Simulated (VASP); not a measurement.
A run of VASP 6.6.1 is set up as follows.

File INCAR:

```
PREC     = Accurate       # precision mode
ENCUT    = 520            # plane-wave cutoff, eV
EDIFF    = 1E-6           # SCF threshold, eV
ISMEAR   = 0              # smearing method
SIGMA    = 0.1            # smearing width, eV
LREAL    = False          # projectors in reciprocal space
LASPH    = True           # aspherical terms in the spheres
NELM     = 150            # most SCF steps
ALGO     = Normal         # electronic algorithm
ISIF     = 2              # what is computed and relaxed
LWAVE    = False          # write WAVECAR
LCHARG   = False          # write CHGCAR
ISPIN    = 2              # spin polarisation
MAGMOM   = 1 0 0 0 0 0 0 0 0 0 0 0 0 0 # initial moments
LORBIT   = 11             # projections on sites
LMAXMIX  = 4              # l up to which the mixer works
GGA      = PE             # functional
NBANDS   = 54             # bands
```

Contents of KPOINTS:

```
Automatic mesh
0
Gamma
  4 4 4
```

The input POSCAR:

```
CuPtC6N6
1.0
    0.0000000000      5.0945000000      5.0945000000
    5.0945000000      0.0000000000      5.0945000000
    5.0945000000      5.0945000000      0.0000000000
Cu Pt C N
1 1 6 6
Direct
    0.0000000000      0.0000000000      0.0000000000
    0.5000000000      0.5000000000      0.5000000000
    0.8118559200      0.1881440800      0.1881440800
    0.1881440800      0.8118559200      0.1881440800
    0.1881440800      0.1881440800      0.8118559200
    0.1881440800      0.8118559200      0.8118559200
    0.8118559200      0.1881440800      0.8118559200
    0.8118559200      0.8118559200      0.1881440800
    0.6970262000      0.3029738000      0.3029738000
    0.3029738000      0.6970262000      0.3029738000
    0.3029738000      0.3029738000      0.6970262000
    0.3029738000      0.6970262000      0.6970262000
    0.6970262000      0.3029738000      0.6970262000
    0.6970262000      0.6970262000      0.3029738000
```

Potentials or basis: VASP PAW PBE potentials, release 64 (Cu, Pt, C, N).

Command:

```bash
$ cat potpaw_PBE.64/Cu/POTCAR potpaw_PBE.64/Pt/POTCAR potpaw_PBE.64/C/POTCAR potpaw_PBE.64/N/POTCAR > POTCAR
$ mpirun -np 1 vasp_std > vasp.out
```

Estimate the pressure.

6.2 GPa.

Estimate the band gap on the k mesh.

zero (filled and empty bands overlap).

Forces on the atoms (eV/Å):
```
Cu   0.000  0.000  0.000
Pt   0.000  0.000  0.000
C    1.850  0.000  0.000
C    0.000  1.850  0.000
C    0.000  0.000  1.850
C   -1.850  0.000  0.000
C    0.000 -1.850  0.000
C    0.000  0.000 -1.850
N   -0.013  0.000  0.000
N    0.000 -0.013  0.000
N    0.000  0.000 -0.013
N    0.013  0.000  0.000
N    0.000  0.013  0.000
N    0.000  0.000  0.013
```

Caveat: the cell stands under pressure; spin-orbit coupling is left out, which moves the levels of the heavy elements; a cell with one magnetic atom can't hold antiferromagnetic order, which such compounds often take; forces of over 1 eV/Å act on the atoms, so gaps and moduli don't describe the material at rest. With open d or f shells a metallic result of PBE can be an artefact of self-interaction; +U or a hybrid may open a gap.
